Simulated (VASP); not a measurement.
# Si (I4/mmm) in VASP: vibrations by perturbation theory with LDA

Aim: the vibrations by perturbation theory of Si with LDA.

Everything below comes from runs of VASP 6.6.1. Logs are shortened: lines on timing, memory, paths and dates and some standing lists are left out, and cuts for length are marked.

## Step 1: The cell of the first run

Symmetry: I4/mmm, No. 139, tetragonal system. The conventional cell has a = 6.603 Å, b = 6.603 Å, c = 3.817 Å, α = 90.00°, β = 90.00°, γ = 90.00°. Si (site symmetry m2m) has 4 Si at 2.33 to 2.36 Å within 3.1 Å.

## Step 2: Vibrations by perturbation theory, LDA

Input file INCAR:

```
  PREC = Accurate
  ENCUT = 520
  EDIFF = 1E-8
  ISMEAR = 0
  SIGMA = 0.03
  LREAL = F
  LASPH = T
  NELM = 60
  ALGO = Normal
  ISIF = 2
  LWAVE = F
  LCHARG = T
  GGA = CA
  IBRION = 8
  NSW = 1
```

Input file KPOINTS:

```
Automatic mesh
0
Gamma
  10 10 10
```

Input file POSCAR:

```
Si
1.0
   -3.3012718576      3.3012718576      1.9083649472
    3.3012718576     -3.3012718576      1.9083649472
    3.3012718576      3.3012718576     -1.9083649472
Si
4
Direct
    0.1788433299      0.1788433299      0.3576866598
    0.8211566701      0.8211566701      0.6423133402
    0.1788433299      0.8211566701      0.0000000000
    0.8211566701      0.1788433299      0.0000000000
```

Potentials or basis: VASP PAW LDA potentials, release 64 (Si).

The run is started by

```
$ cat potpaw_LDA.64/Si/POTCAR > POTCAR
$ mpirun -np 1 vasp_std > vasp.out
```

OUTCAR:

```text
PREC = Accurate
   ENCUT = 520
   EDIFF = 1E-8
   ISMEAR = 0
   LREAL = F
   LASPH = T
   NELM = 60
   ISIF = 2
   GGA = CA
   IBRION = 8
   NSW = 1

 ion  position               nearest neighbor table
   1  0.179  0.179  0.358-   2 2.33   2 2.33   3 2.36   4 2.36
   2  0.821  0.821  0.642-   1 2.33   1 2.33   4 2.36   3 2.36
   3  0.179  0.821  0.000-   4 2.33   4 2.33   2 2.36   1 2.36
   4  0.821  0.179  0.000-   3 2.33   3 2.33   2 2.36   1 2.36

  LATTYP: Found a body centered tetragonal cell.
 ALAT       =     6.6025437152
 C/A-ratio  =     0.5780696136

  Lattice vectors:

 A1 = (  -3.3012718576,   3.3012718576,   1.9083649472)
 A2 = (   3.3012718576,  -3.3012718576,   1.9083649472)
 A3 = (   3.3012718576,   3.3012718576,  -1.9083649472)

Analysis of symmetry for initial positions (statically):
=====================================================================
 Subroutine PRICEL returns:
 Original cell was already a primitive cell.

 Routine SETGRP: Setting up the symmetry group for a
 body centered tetragonal supercell.

 Subroutine GETGRP returns: Found 16 space group operations
 (whereof 16 operations were pure point group operations)
 out of a pool of 16 trial point group operations.

The static configuration has the point symmetry D_4h.

Analysis of symmetry for dynamics (positions and initial velocities):
=====================================================================
 Subroutine PRICEL returns:
 Original cell was already a primitive cell.

 Routine SETGRP: Setting up the symmetry group for a
 body centered tetragonal supercell.

 Subroutine GETGRP returns: Found 16 space group operations
 (whereof 16 operations were pure point group operations)
 out of a pool of 16 trial point group operations.

The dynamic configuration has the point symmetry D_4h.

 Subroutine INISYM returns: Found 16 space group operations
 (whereof 16 operations are pure point group operations),
 and found     1 'primitive' translations

----------------------------------------------------------------------------------------

                                     Primitive cell

  volume of cell :      83.1925

  direct lattice vectors                    reciprocal lattice vectors
    -3.301271858  3.301271858  1.908364947     0.000000000  0.151456778  0.262004393
     3.301271858 -3.301271858  1.908364947     0.151456778  0.000000000  0.262004393
     3.301271858  3.301271858 -1.908364947     0.151456778  0.151456778  0.000000000

  length of vectors
     5.043674110  5.043674110  5.043674110     0.302630894  0.302630894  0.214192230

  position of ions in fractional coordinates (direct lattice)
     0.178843330  0.178843330  0.357686660
     0.821156670  0.821156670  0.642313340
     0.178843330  0.821156670  0.000000000
     0.821156670  0.178843330  0.000000000

  ion indices of the primitive-cell ions
   primitive index   ion index
                 1           1
                 2           2
                 3           3
                 4           4

----------------------------------------------------------------------------------------

 KPOINTS: Automatic mesh

Automatic generation of k-mesh.
 Grid dimensions read from file:
 generate k-points for:   10   10   10

 Generating k-lattice:

  Cartesian coordinates                     Fractional coordinates (reciprocal lattice)
     0.000000000  0.015145678  0.026200439     0.100000000 -0.000000000  0.000000000
     0.015145678  0.000000000  0.026200439    -0.000000000  0.100000000  0.000000000
     0.015145678  0.015145678  0.000000000     0.000000000  0.000000000  0.100000000

  Length of vectors
     0.030263089  0.030263089  0.021419223

  Shift w.r.t. Gamma in fractional coordinates (k-lattice)
     0.000000000  0.000000000  0.000000000

 Subroutine IBZKPT returns following result:
 ===========================================
[... 77 lines left out ...]
   LEPSILON=     F    determine dielectric tensor
   LRPA    =     F    only Hartree local field effects (RPA)
 non-spin polarized calculation
 Gauss-broadening in eV      SIGMA  =   0.03
  energy-cutoff  :      520.00
  volume of cell :       83.19
 maximum number of plane-waves:      2261
 NGX is ok and might be reduce to    40
   NGX = 19   NGY = 19   NGZ = 19

--------------------------------------- Ionic step        1  -------------------------------------------

 number of electron      16.0000000 magnetization

 Free energy of the ion-electron system (eV)
  ---------------------------------------------------
  ext. energy  EPLUGINS =         0.00000000
  ---------------------------------------------------
  free energy    TOTEN  =       -23.38201504 eV

  energy without entropy =      -23.38201504  energy(sigma->0) =      -23.38201504

 E-fermi :   5.6994     XC(G=0):  -9.3870

 val. band max:        5.6036864352   @ k =   0.5000   0.5000   0.5000
 cond. band min:       5.8011068969   @ k =  -0.1000  -0.2000   0.1000
 fundamental gap:      0.1974204617
 Fermi energy:         5.6993544645

 k-point     1 :       0.0000    0.0000    0.0000
  band No.  band energies     occupation
      1      -6.5925      2.00000
      2      -2.2739      2.00000
      3      -0.0308      2.00000
      4      -0.0308      2.00000
      5       1.7468      2.00000
      6       4.0875      2.00000
      7       4.0875      2.00000
      8       5.0303      2.00000
      9       6.9677      0.00000
     10       7.1602      0.00000
     11       7.1602      0.00000
     12       7.8514      0.00000
[... 331 lines left out ...]
 k-point    24 :       0.4000    0.3000    0.0000
  band No.  band energies     occupation
      1      -4.8774      2.00000
      2      -3.6809      2.00000
      3      -1.5760      2.00000
      4       0.5038      2.00000
      5       1.2929      2.00000
      6       2.5403      2.00000
      7       3.5318      2.00000
      8       4.2019      2.00000
      9       6.9196      0.00000
     10       7.3061      0.00000
     11       8.5681      0.00000
     12       9.3478      0.00000

 [... further k-points ...]

------------------------ aborting loop because EDIFF is reached ----------------------------------------

  FORCE on cell =-STRESS in cart. coord.  units (eV):
  Direction    XX          YY          ZZ          XY          YZ          ZX
  --------------------------------------------------------------------------------------
  -------------------------------------------------------------------------------------
  Total        0.0455134      0.0455134     -0.0032986      0.0000000      0.0000000      0.0000000
  in kB        0.8765276      0.8765276     -0.0635275      0.0000000      0.0000000      0.0000000
  external PRESSURE =       0.5631759 kB  Pullay stress =       0.0000000 kB

 VOLUME and BASIS-vectors are now :
 -----------------------------------------------------------------------------
  energy-cutoff  :      520.00
  volume of cell :       83.19
      direct lattice vectors                 reciprocal lattice vectors
    -3.301271858  3.301271858  1.908364947     0.000000000  0.151456778  0.262004393
     3.301271858 -3.301271858  1.908364947     0.151456778  0.000000000  0.262004393
     3.301271858  3.301271858 -1.908364947     0.151456778  0.151456778  0.000000000

 POSITION                                       TOTAL-FORCE (eV/Angst)
 -----------------------------------------------------------------------------------
      1.18082      1.18082     -0.00000        -0.001395     -0.001395     -0.000000
      2.12045      2.12045      1.90836         0.001395      0.001395      0.000000
      2.12045     -2.12045      1.90836         0.001395     -0.001395     -0.000000
     -2.12045      2.12045      1.90836        -0.001395      0.001395     -0.000000
 -----------------------------------------------------------------------------------
    total drift:                               -0.000000     -0.000000      0.000000

  FREE ENERGIE OF THE ION-ELECTRON SYSTEM (eV)
  ---------------------------------------------------
  free  energy   TOTEN  =       -23.3820150416 eV

  energy  without entropy=      -23.3820150389  energy(sigma->0) =      -23.38201504

[... ionic steps 2 to 3 ...]

--------------------------------------- Ionic step        4  -------------------------------------------

------------------------ aborting loop because EDIFF is reached ----------------------------------------

[... ionic steps 5 to 5 ...]

--------------------------------------- Ionic step        6  -------------------------------------------

 Free energy of the ion-electron system (eV)
  ---------------------------------------------------
  ---------------------------------------------------
  free energy    TOTEN  =        -0.01918963 eV

  energy without entropy =       -0.01918963

------------------------ aborting loop because EDIFF is reached ----------------------------------------

 INTERNAL STRAIN TENSOR  FOR ION    1  DIRECTION 3   (eV/Angst):
 -----------------------------------------------------------------------------
    -0.00783  0.00572  7.59906
     0.00572 -0.00783  7.59906
     7.63075  7.63075  0.01795

 INTERNAL STRAIN TENSOR FOR ION    4 for displacements in x,y,z  (eV/Angst):
          X           Y           Z          XY          YZ          ZX
  --------------------------------------------------------------------------------
  x   -13.16523     2.93453     7.17684    -2.78738     0.00000     0.00000
  y    -2.93453    13.16523    -7.17684     2.74154     0.00000     0.00000
  z     0.00000     0.00000     0.00000     0.00000    -7.63075     7.59906

 SECOND DERIVATIVES (NOT SYMMETRIZED)
 ------------------------------------
               1X          1Y          1Z          2X          2Y          2Z          3X          3Y          3Z          4X          4Y          4Z
  1X   -12.685189   -3.118590    0.000000    4.501988    3.117309    0.000000    7.448951    0.117048    0.000000    0.734250   -0.115767    0.000000
  1Y    -3.118590  -12.685189    0.000000    3.117309    4.501988    0.000000   -0.115767    0.734250    0.000000    0.117048    7.448951    0.000000
  1Z    -0.000000   -0.000000  -13.228411    0.000000    0.000000   12.288937    0.000000    0.000000    0.469737    0.000000    0.000000    0.469737
  2X     4.501988    3.117309    0.000000  -12.685189   -3.118590    0.000000    0.734250   -0.115767    0.000000    7.448951    0.117048    0.000000
  2Y     3.117309    4.501988    0.000000   -3.118590  -12.685189    0.000000    0.117048    7.448951    0.000000   -0.115767    0.734250    0.000000
  2Z     0.000000    0.000000   12.288937   -0.000000   -0.000000  -13.228411    0.000000    0.000000    0.469737    0.000000    0.000000    0.469737
  3X     7.448951   -0.117048    0.000000    0.734250    0.115767    0.000000  -12.685189    3.118590    0.000000    4.501988   -3.117309    0.000000
  3Y     0.115767    0.734250    0.000000   -0.117048    7.448951    0.000000    3.118590  -12.685189    0.000000   -3.117309    4.501988    0.000000
  3Z     0.000000    0.000000    0.469737    0.000000    0.000000    0.469737   -0.000000    0.000000  -13.228411    0.000000    0.000000   12.288937
  4X     0.734250    0.115767    0.000000    7.448951   -0.117048    0.000000    4.501988   -3.117309    0.000000  -12.685189    3.118590    0.000000
  4Y    -0.117048    7.448951    0.000000    0.115767    0.734250    0.000000   -3.117309    4.501988    0.000000    3.118590  -12.685189    0.000000
  4Z     0.000000    0.000000    0.469737    0.000000    0.000000    0.469737    0.000000    0.000000   12.288937   -0.000000    0.000000  -13.228411

 Eigenvectors and eigenvalues of the dynamical matrix
 ----------------------------------------------------

   1 f  =   16.131885 THz   101.359625 2PiTHz  538.101776 cm-1    66.716087 meV
             X         Y         Z           dx          dy          dz
      1.180821  1.180821 -0.000000    -0.353553   -0.353553    0.000000
      2.120451  2.120451  1.908365     0.353553    0.353553   -0.000000
      2.120451 -2.120451  1.908365     0.353553   -0.353553   -0.000000
     -2.120451  2.120451  1.908365    -0.353553    0.353553    0.000000
[... 71 lines left out ...]
  12 f/i=    0.000934 THz     0.005868 2PiTHz    0.031151 cm-1     0.003862 meV
             X         Y         Z           dx          dy          dz
      1.180821  1.180821 -0.000000     0.118226   -0.485840   -0.000000
      2.120451  2.120451  1.908365     0.118226   -0.485840   -0.000000
      2.120451 -2.120451  1.908365     0.118150   -0.485822   -0.000000
     -2.120451  2.120451  1.908365     0.118150   -0.485822   -0.000000

--------------------------------------------------------------------------------------------------------

 ELASTIC MODULI CONTR FROM IONIC RELAXATION (kBar)
 Direction    XX          YY          ZZ          XY          YZ          ZX
 --------------------------------------------------------------------------------
 XX        -692.6014    422.9801    189.1393      0.0000      0.0000      0.0000
 YY         422.9801   -692.6014    189.1393     -0.0000     -0.0000      0.0000
 ZZ         189.1393    189.1393   -265.3623      0.0000      0.0000     -0.0000
 XY           0.0000     -0.0000      0.0000    -69.5216     -0.0000      0.0000
 YZ           0.0000     -0.0000      0.0000     -0.0000   -175.7865      0.0000
 ZX           0.0000      0.0000     -0.0000      0.0000     -0.0000   -174.3296
 --------------------------------------------------------------------------------
```

Wall time 5.5 min (1 thread of Intel Xeon 6975P-C (Granite Rapids), shared host); peak memory 0.62 GiB.

Results:

* Highest phonon frequency at Γ: 538 cm⁻¹

Phonon frequencies in cm⁻¹ (negative: imaginary):
```
              q point                                frequencies
(0.000, 0.000, 0.000)  0 0 0 135 197 398 398 405 416 497 497 538
```
